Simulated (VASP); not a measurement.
## TiC: single point with LDA

The system is TiC.

```
Ti C
1.0
     3.01286    0.00000    0.00000
     0.00000    3.01286    0.00000
     1.50643    1.50643    2.13041
Ti C
1 1
Direct
  0.00000 0.00000 0.00000
  0.50000 0.50000 0.00000
```

* Program: VASP 6.6.1
* Task: single point
* Functional: LDA
* Potentials or basis: VASP PAW LDA potentials, release 64 (Ti_sv, C)
* Cutoff: 520 eV
* k mesh: 11 × 11 × 16
* Occupations: gaussian, width 0.1 eV
* Spin: no spin polarisation
* Dipole correction: no
* Further INCAR settings: ALGO = Normal; EDIFF = 1e-07; NBANDS = 15; ISYM = 0

The pressure is 0.7 GPa. The band gap on the k mesh is zero (bands 8 and 9 overlap by 1.07 eV).

Levels at points of the mesh, in eV from the Fermi level:
| k point | band 4 | band 5 | band 6 | band 7 | band 8 | band 9 | band 10 | band 11 | band 12 | band 13 |
| --- | --- | --- | --- | --- | --- | --- | --- | --- | --- | --- |
| (0.00, 0.00, 0.00) | -32.16 | -12.47 | 0.61 | 0.61 | 0.61 | 1.71 | 1.71 | 1.71 | 1.78 | 1.78 |
| (0.00, 0.00, 0.50) | -32.36 | -10.16 | -3.44 | -1.87 | 0.00 | 0.00 | 2.86 | 3.68 | 3.68 | 6.31 |

Run time: 100 s on 1 thread of Intel(R) Xeon(R) 6975P-C (Granite Rapids), with other jobs on the host, peak memory 0.36 GiB.
